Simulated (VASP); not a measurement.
A run of VASP 6.6.1 is set up as follows.

The input INCAR:

```
SYSTEM = ZnSe
PREC = Accurate ; ENCUT = 520
EDIFF = 1E-6 ; ISMEAR = -1
SIGMA = 0.03 ; LREAL = .False.
LASPH = .True. ; NELM = 60
ALGO = Normal ; ISIF = 2
LWAVE = .False. ; LCHARG = .False.
NBANDS = 16
```

The input KPOINTS:

```
regular mesh
0
Gamma
  8 8 8
  0 0 0
```

File POSCAR:

```
ZnSe
1.0
    0.0000000000      2.8338000000      2.7771240000
    2.8338000000      0.0000000000      2.7771240000
    2.8338000000      2.8338000000      0.0000000000
Zn Se
1 1
Direct
    0.0000000000      0.0000000000      0.0000000000
    0.7500000000      0.7500000000      0.7500000000
```

Potentials or basis: VASP PAW LDA potentials, release 64 (Zn, Se).

Command:

```sh
$ cat potpaw_LDA.64/Zn/POTCAR potpaw_LDA.64/Se/POTCAR > POTCAR
$ mpirun -np 1 vasp_std > vasp.out
```

What does it give for the band gap on the k mesh?

1.10 eV, direct.

What does it give for the pressure?

-1.9 GPa.

Stress tensor (GPa, compression positive):
```
-2.15  0.00  0.00
 0.00 -2.15  0.00
 0.00  0.00 -1.38
```

Caveat: the cell differs from its parent crystal (zz strain of -2 %).
